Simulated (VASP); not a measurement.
# BN (P6_3/mmc) in VASP: further runs

The runs below take BN through electric field gradients, with PBEsol.

Everything below comes from runs of VASP 6.6.1. Logs are shortened: lines on timing, memory, paths and dates and some standing lists are left out, and cuts for length are marked.

## Step 1: The cell of the first run

It takes space group P6_3/mmc (No. 194, hexagonal). The conventional cell has a = 2.537 Å, b = 2.537 Å, c = 6.749 Å, α = 90.00°, β = 90.00°, γ = 120.00°. Within 2.0 Å of B (site symmetry -6m2) lie 3 N at 1.46 Å. Within 2.0 Å of N (site symmetry -6m2) lie 3 B at 1.46 Å.

## Step 2: Electric field gradients, PBEsol (volume scaled by 1.04)

INCAR

```
SYSTEM = BN
PREC = Accurate
ENCUT = 520
EDIFF = 1E-8
ISMEAR = -1
SIGMA = 0.02
LREAL = .FALSE.
LASPH = .TRUE.
NELM = 100
ALGO = Normal
ISIF = 2
LWAVE = .FALSE.
LCHARG = .FALSE.
GGA = PS
LEFG = .TRUE.
NBANDS = 16
```

KPOINTS

```
regular mesh
0
G
  11 11 4
  0 0 0
```

POSCAR

```
BN
1.0
    2.5369427423      0.0000000000      0.0000000000
   -1.2684713712      2.1970568628      0.0000000000
    0.0000000000      0.0000000000      6.7488574207
B N
2 2
Direct
    0.3333333333      0.6666666667      0.2500000000
    0.6666666667      0.3333333333      0.7500000000
    0.3333333333      0.6666666667      0.7500000000
    0.6666666667      0.3333333333      0.2500000000
```

Potentials or basis: VASP PAW PBE potentials, release 64 (B, N).

On the command line:

```
$ cat potpaw_PBE.64/B/POTCAR potpaw_PBE.64/N/POTCAR > POTCAR
$ mpirun -np 1 vasp_std > vasp.out
```

OUTCAR:

```text
SYSTEM = BN
   PREC = Accurate
   ENCUT = 520
   EDIFF = 1E-8
   ISMEAR = -1
   LREAL = .FALSE.
   LASPH = .TRUE.
   NELM = 100
   ISIF = 2
   GGA = PS

 ion  position               nearest neighbor table
   1  0.333  0.667  0.250-   4 1.46   4 1.46   4 1.46
   2  0.667  0.333  0.750-   3 1.46   3 1.46   3 1.46
   3  0.333  0.667  0.750-   2 1.46   2 1.46   2 1.46
   4  0.667  0.333  0.250-   1 1.46   1 1.46   1 1.46

  LATTYP: Found a hexagonal cell.
 ALAT       =     2.5369427423
 C/A-ratio  =     2.6602324555

  Lattice vectors:

 A1 = (   2.5369427423,   0.0000000000,   0.0000000000)
 A2 = (  -1.2684713712,   2.1970568628,   0.0000000000)
 A3 = (   0.0000000000,   0.0000000000,   6.7488574207)

Analysis of symmetry for initial positions (statically):
=====================================================================
 Subroutine PRICEL returns:
 Original cell was already a primitive cell.

 Routine SETGRP: Setting up the symmetry group for a
 hexagonal supercell.

 Subroutine GETGRP returns: Found 24 space group operations
 (whereof 12 operations were pure point group operations)
 out of a pool of 24 trial point group operations.

The static configuration has the point symmetry D_3d.
 The point group associated with its full space group is D_6h.

Analysis of symmetry for dynamics (positions and initial velocities):
=====================================================================
 Subroutine PRICEL returns:
 Original cell was already a primitive cell.

 Routine SETGRP: Setting up the symmetry group for a
 hexagonal supercell.

 Subroutine GETGRP returns: Found 24 space group operations
 (whereof 12 operations were pure point group operations)
 out of a pool of 24 trial point group operations.

The dynamic configuration has the point symmetry D_3d.
 The point group associated with its full space group is D_6h.

 Subroutine INISYM returns: Found 24 space group operations
 (whereof 12 operations are pure point group operations),
 and found     1 'primitive' translations

----------------------------------------------------------------------------------------

[... 141 lines left out ...]

  energy without entropy =      -36.53247786  energy(sigma->0) =      -36.53247786

 E-fermi :   2.3980     XC(G=0): -10.1148

 val. band max:        1.9249740881   @ k =   0.3636   0.2727   0.0000
 cond. band min:       6.1070858473   @ k =   0.4545   0.0909   0.0000
 fundamental gap:      4.1821117592
 Fermi energy:         2.3980191231

 k-point     1 :       0.0000    0.0000    0.0000
  band No.  band energies     occupation
      1     -15.6168      2.00000
      2     -15.3449      2.00000
      3      -4.1342      2.00000
      4      -2.0928      2.00000
      5       0.5472      2.00000
      6       0.5472      2.00000
[... 433 lines left out ...]
      3      -2.7922      2.00000
      4      -2.7481      2.00000
      5      -2.3947      2.00000
      6      -1.2089      2.00000
[... 8 lines left out ...]
     15      16.2390      0.00000
     16      16.3145      0.00000

 [... further k-points ...]

------------------------ aborting loop because EDIFF is reached ----------------------------------------

  FORCE on cell =-STRESS in cart. coord.  units (eV):
  Direction    XX          YY          ZZ          XY          YZ          ZX
  --------------------------------------------------------------------------------------
  -------------------------------------------------------------------------------------
  Total       -2.9292693     -2.9292693      0.0869883      0.0000000      0.0000000      0.0000000
  in kB     -124.7635351   -124.7635351      3.7050097      0.0000000      0.0000000      0.0000000
  external PRESSURE =     -81.9406868 kB  Pullay stress =       0.0000000 kB

 VOLUME and BASIS-vectors are now :
 -----------------------------------------------------------------------------
  energy-cutoff  :      520.00
  volume of cell :       37.62
      direct lattice vectors                 reciprocal lattice vectors
     2.536942742  0.000000000  0.000000000     0.394175234  0.227577178  0.000000000
    -1.268471371  2.197056863  0.000000000     0.000000000  0.455154355  0.000000000
     0.000000000  0.000000000  6.748857421     0.000000000  0.000000000  0.148173230

 POSITION                                       TOTAL-FORCE (eV/Angst)
 -----------------------------------------------------------------------------------
     -0.00000      1.46470      1.68721        -0.000000      0.000000      0.000000
      1.26847      0.73235      5.06164         0.000000      0.000000      0.000000
     -0.00000      1.46470      5.06164        -0.000000      0.000000      0.000000
      1.26847      0.73235      1.68721         0.000000     -0.000000      0.000000
 -----------------------------------------------------------------------------------
    total drift:                                0.000000     -0.000000      0.000000

  FREE ENERGIE OF THE ION-ELECTRON SYSTEM (eV)
  ---------------------------------------------------
  free  energy   TOTEN  =       -36.5324778632 eV

  energy  without entropy=      -36.5324778632  energy(sigma->0) =      -36.53247786

 Electric field gradients (V/A^2)
---------------------------------------------------------------------
 ion       V_xx      V_yy      V_zz      V_xy      V_xz      V_yz
---------------------------------------------------------------------
   1     -16.868   -16.868    33.737     0.000    -0.000     0.000
   2     -16.868   -16.868    33.737     0.000     0.000    -0.000
   3      -0.048    -0.049     0.096    -0.001     0.000    -0.000
   4      -0.048    -0.049     0.096    -0.001    -0.000     0.000
---------------------------------------------------------------------

 Electric field gradients after diagonalization (V/A^2)
 (convention: |V_zz| > |V_xx| > |V_yy|)
----------------------------------------------------------------------
 ion       V_xx      V_yy      V_zz     asymmetry (V_yy - V_xx)/ V_zz
----------------------------------------------------------------------
   1     -16.868   -16.868    33.737       0.000
   2     -16.868   -16.868    33.737       0.000
   3      -0.049    -0.047     0.096       0.024
   4      -0.049    -0.047     0.096       0.024
----------------------------------------------------------------------

           NMR quadrupolar parameters

 Cq : quadrupolar parameter    Cq=e*Q*V_zz/h
 eta: asymmetry parameters     (V_yy - V_xx)/ V_zz
 Q  : nuclear electric quadrupole moment in mb (millibarn)
----------------------------------------------------------------------
 ion       Cq(MHz)       eta       Q (mb)
----------------------------------------------------------------------
   1       0.082       0.000       1.000
   2       0.082       0.000       1.000
   3       0.000       0.024       1.000
   4       0.000       0.024       1.000
----------------------------------------------------------------------
```

OSZICAR:

```text
N       E                     dE             d eps       ncg     rms          rms(c)
DAV:   1     0.473535334363E+02    0.47354E+02   -0.80064E+03  1536   0.925E+02
DAV:   2    -0.364492461387E+02   -0.83803E+02   -0.76133E+02  2096   0.217E+02
DAV:   3    -0.397071334944E+02   -0.32579E+01   -0.32423E+01  2032   0.423E+01
DAV:   4    -0.397289993848E+02   -0.21866E-01   -0.21862E-01  1912   0.382E+00
DAV:   5    -0.397292027120E+02   -0.20333E-03   -0.20332E-03  1952   0.353E-01    0.107E+01
DAV:   6    -0.368634636653E+02    0.28657E+01   -0.47246E+00  1992   0.165E+01    0.484E+00
DAV:   7    -0.366147500821E+02    0.24871E+00   -0.46336E-01  2088   0.499E+00    0.302E+00
DAV:   8    -0.365363127073E+02    0.78437E-01   -0.20961E-01  1976   0.302E+00    0.460E-01
DAV:   9    -0.365317492479E+02    0.45635E-02   -0.13770E-02  1768   0.934E-01    0.169E-01
DAV:  10    -0.365323909960E+02   -0.64175E-03   -0.11196E-03  1824   0.247E-01    0.305E-02
DAV:  11    -0.365324702170E+02   -0.79221E-04   -0.66468E-05  1920   0.641E-02    0.200E-02
DAV:  12    -0.365324776883E+02   -0.74713E-05   -0.20171E-05  1680   0.306E-02    0.201E-03
DAV:  13    -0.365324778002E+02   -0.11187E-06   -0.49885E-07  2144   0.539E-03    0.856E-04
DAV:  14    -0.365324778639E+02   -0.63780E-07   -0.98865E-08  1640   0.201E-03    0.214E-04
DAV:  15    -0.365324778632E+02    0.72851E-09   -0.77764E-10  1544   0.243E-04
   1 F= -.36532478E+02 E0= -.36532478E+02  d E =-.104915E-11
```

Run time: 29 s. Hardware: 1 thread of Intel Xeon Platinum 8259CL at 2.50GHz (Skylake/Cascade Lake), shared host; peak memory 0.16 GiB.

What came out:

```
Free energy            : -36.5325 eV
Pressure               : -8.2 GPa
Band gap on the k mesh : 4.18 eV, indirect (least direct gap 4.51 eV)
```

Stress tensor (GPa, compression positive):
```
-12.48   0.00   0.00
  0.00 -12.48   0.00
  0.00   0.00   0.37
```

Levels at points of the mesh, in eV from the valence-band top:
| k point | band 6 | band 7 | band 8 | band 9 | band 10 | band 11 |
| --- | --- | --- | --- | --- | --- | --- |
| (0.00, 0.00, 0.00) | -1.38 | -1.34 | -1.34 | 4.93 | 9.83 | 11.16 |
| (0.00, 0.00, 0.50) | -1.36 | -1.36 | -1.36 | 7.20 | 7.20 | 11.22 |

Electric field gradients, principal values (V/Å²):
| atom | least | middle | greatest (by size) |
| --- | --- | --- | --- |
| 1 B | -16.868 | -16.868 | 33.737 |
| 2 B | -16.868 | -16.868 | 33.737 |
| 3 N | -0.047 | -0.049 | 0.096 |
| 4 N | -0.047 | -0.049 | 0.096 |

Caveat: without QUAD_EFG the Cq values of the log hold for a quadrupole moment of 1 mb, not for the nuclei; the PAW data sets were made with another functional, which shifts forces and pressure a little; this functional lacks dispersion, which binds the layers, so the pressure and a relaxed spacing across them are unreliable. A k mesh can miss the band edges.

## Step 3: Electric field gradients, PBEsol (volume scaled by 0.96)

INCAR

```
PREC     = Accurate       # precision mode
ENCUT    = 520            # plane-wave cutoff, eV
EDIFF    = 1E-8           # SCF threshold, eV
ISMEAR   = -1             # smearing method
SIGMA    = 0.02           # smearing width, eV
LREAL    = F              # projectors in reciprocal space
LASPH    = T              # aspherical terms in the spheres
NELM     = 60             # most SCF steps
ALGO     = Normal         # electronic algorithm
ISIF     = 2              # what is computed and relaxed
LWAVE    = F              # write WAVECAR
LCHARG   = F              # write CHGCAR
GGA      = PS             # functional
LEFG     = T            
NBANDS   = 16             # bands
```

KPOINTS

```
Automatic mesh
0
Gamma
  11 11 4
```

POSCAR

```
BN
1.0
    2.4701498301      0.0000000000      0.0000000000
   -1.2350749151      2.1392125040      0.0000000000
    0.0000000000      0.0000000000      6.5711727478
B N
2 2
Direct
    0.3333333333      0.6666666667      0.2500000000
    0.6666666667      0.3333333333      0.7500000000
    0.3333333333      0.6666666667      0.7500000000
    0.6666666667      0.3333333333      0.2500000000
```

Potentials or basis: VASP PAW PBE potentials, release 64 (B, N).

On the command line:

```
$ cat potpaw_PBE.64/B/POTCAR potpaw_PBE.64/N/POTCAR > POTCAR
$ mpirun -np 1 vasp_std > vasp.out
```

OUTCAR:

```text
PREC = Accurate
   ENCUT = 520
   EDIFF = 1E-8
   ISMEAR = -1
   LREAL = F
   LASPH = T
   NELM = 60
   ISIF = 2
   GGA = PS

 ion  position               nearest neighbor table
   1  0.333  0.667  0.250-   4 1.43   4 1.43   4 1.43
   2  0.667  0.333  0.750-   3 1.43   3 1.43   3 1.43
   3  0.333  0.667  0.750-   2 1.43   2 1.43   2 1.43
   4  0.667  0.333  0.250-   1 1.43   1 1.43   1 1.43

  LATTYP: Found a hexagonal cell.
 ALAT       =     2.4701498301
 C/A-ratio  =     2.6602324554

  Lattice vectors:

 A1 = (   2.4701498301,   0.0000000000,   0.0000000000)
 A2 = (  -1.2350749151,   2.1392125040,   0.0000000000)
 A3 = (   0.0000000000,   0.0000000000,   6.5711727478)

Analysis of symmetry for initial positions (statically):
=====================================================================
 Subroutine PRICEL returns:
 Original cell was already a primitive cell.

 Routine SETGRP: Setting up the symmetry group for a
 hexagonal supercell.

 Subroutine GETGRP returns: Found 24 space group operations
 (whereof 12 operations were pure point group operations)
 out of a pool of 24 trial point group operations.

The static configuration has the point symmetry D_3d.
 The point group associated with its full space group is D_6h.

Analysis of symmetry for dynamics (positions and initial velocities):
=====================================================================
 Subroutine PRICEL returns:
 Original cell was already a primitive cell.
[... 171 lines left out ...]
      3      -4.0950      2.00000
      4      -1.8323      2.00000
      5       1.1953      2.00000
      6       1.1953      2.00000
[... 433 lines left out ...]
      3      -2.3676      2.00000
      4      -2.2384      2.00000
      5      -2.1438      2.00000
      6      -0.8084      2.00000
[... 8 lines left out ...]
     15      17.7915      0.00000
     16      17.8640      0.00000

 [... further k-points ...]
[... 5 lines left out ...]
  --------------------------------------------------------------------------------------
  -------------------------------------------------------------------------------------
  Total        3.6011684      3.6011684      0.2382513     -0.0000000      0.0000000     -0.0000000
  in kB      166.1628387    166.1628387     10.9932388     -0.0000000      0.0000000     -0.0000000
  external PRESSURE =     114.4396388 kB  Pullay stress =       0.0000000 kB

 VOLUME and BASIS-vectors are now :
 -----------------------------------------------------------------------------
  energy-cutoff  :      520.00
  volume of cell :       34.72
      direct lattice vectors                 reciprocal lattice vectors
     2.470149830  0.000000000  0.000000000     0.404833742  0.233730870  0.000000000
    -1.235074915  2.139212504  0.000000000     0.000000000  0.467461740  0.000000000
     0.000000000  0.000000000  6.571172748     0.000000000  0.000000000  0.152179837

 POSITION                                       TOTAL-FORCE (eV/Angst)
 -----------------------------------------------------------------------------------
     -0.00000      1.42614      1.64279        -0.000000      0.000000      0.000000
      1.23507      0.71307      4.92838         0.000000      0.000000      0.000000
     -0.00000      1.42614      4.92838         0.000000      0.000000      0.000000
      1.23507      0.71307      1.64279        -0.000000      0.000000      0.000000
 -----------------------------------------------------------------------------------
    total drift:                               -0.000000      0.000000      0.000000

  FREE ENERGIE OF THE ION-ELECTRON SYSTEM (eV)
  ---------------------------------------------------
  free  energy   TOTEN  =       -36.5109763826 eV

  energy  without entropy=      -36.5109763826  energy(sigma->0) =      -36.51097638

 Electric field gradients (V/A^2)
---------------------------------------------------------------------
 ion       V_xx      V_yy      V_zz      V_xy      V_xz      V_yz
---------------------------------------------------------------------
   1     -17.814   -17.814    35.627     0.000    -0.000    -0.000
   2     -17.814   -17.814    35.627     0.000    -0.000    -0.000
   3      -4.193    -4.195     8.389    -0.002     0.000     0.000
   4      -4.193    -4.195     8.389    -0.002     0.000     0.000
---------------------------------------------------------------------

 Electric field gradients after diagonalization (V/A^2)
 (convention: |V_zz| > |V_xx| > |V_yy|)
----------------------------------------------------------------------
 ion       V_xx      V_yy      V_zz     asymmetry (V_yy - V_xx)/ V_zz
----------------------------------------------------------------------
   1     -17.814   -17.813    35.627       0.000
   2     -17.814   -17.813    35.627       0.000
   3      -4.196    -4.192     8.389       0.000
   4      -4.196    -4.192     8.389       0.000
----------------------------------------------------------------------

           NMR quadrupolar parameters

 Cq : quadrupolar parameter    Cq=e*Q*V_zz/h
 eta: asymmetry parameters     (V_yy - V_xx)/ V_zz
 Q  : nuclear electric quadrupole moment in mb (millibarn)
----------------------------------------------------------------------
 ion       Cq(MHz)       eta       Q (mb)
----------------------------------------------------------------------
   1       0.086       0.000       1.000
   2       0.086       0.000       1.000
   3       0.020       0.000       1.000
   4       0.020       0.000       1.000
----------------------------------------------------------------------
```

stdout:

```text
POSCAR found type information on POSCAR B N
 POSCAR found :  2 types and       4 ions
 scaLAPACK will be used
 -----------------------------------------------------------------------------
|                                                                             |
|                                                                             |
|     You enforced a specific xc type in the INCAR file but a different       |
|     I HOPE YOU KNOW WHAT YOU ARE DOING!                                     |
|                                                                             |
 -----------------------------------------------------------------------------

 LDA part: xc-table for (Slater+PW92), standard interpolation
 POSCAR, INCAR and KPOINTS ok, starting setup
 FFT: planning ... GRIDC
 FFT: planning ... GRID_SOFT
 FFT: planning ... GRID
 WAVECAR not read
 entering main loop
ion   1

ion   2

ion   3

ion   4
```

It took 69 s on 1 thread of AMD EPYC 7R13, shared host; peak memory 0.12 GiB.

Results:

```
Free energy            : -36.5110 eV
Pressure               : 11.4 GPa
Band gap on the k mesh : 4.28 eV, indirect (least direct gap 4.67 eV)
```

Electric field gradients, principal values (V/Å²):
| atom | least | middle | greatest (by size) |
| --- | --- | --- | --- |
| 1 B | -17.813 | -17.814 | 35.627 |
| 2 B | -17.813 | -17.814 | 35.627 |
| 3 N | -4.192 | -4.196 | 8.389 |
| 4 N | -4.192 | -4.196 | 8.389 |

Caveat: without QUAD_EFG the Cq values of the log hold for a quadrupole moment of 1 mb, not for the nuclei; the PAW data sets were made with another functional, which shifts forces and pressure a little; this functional lacks dispersion, which binds the layers, so the pressure and a relaxed spacing across them are unreliable. A k mesh can miss the band edges.
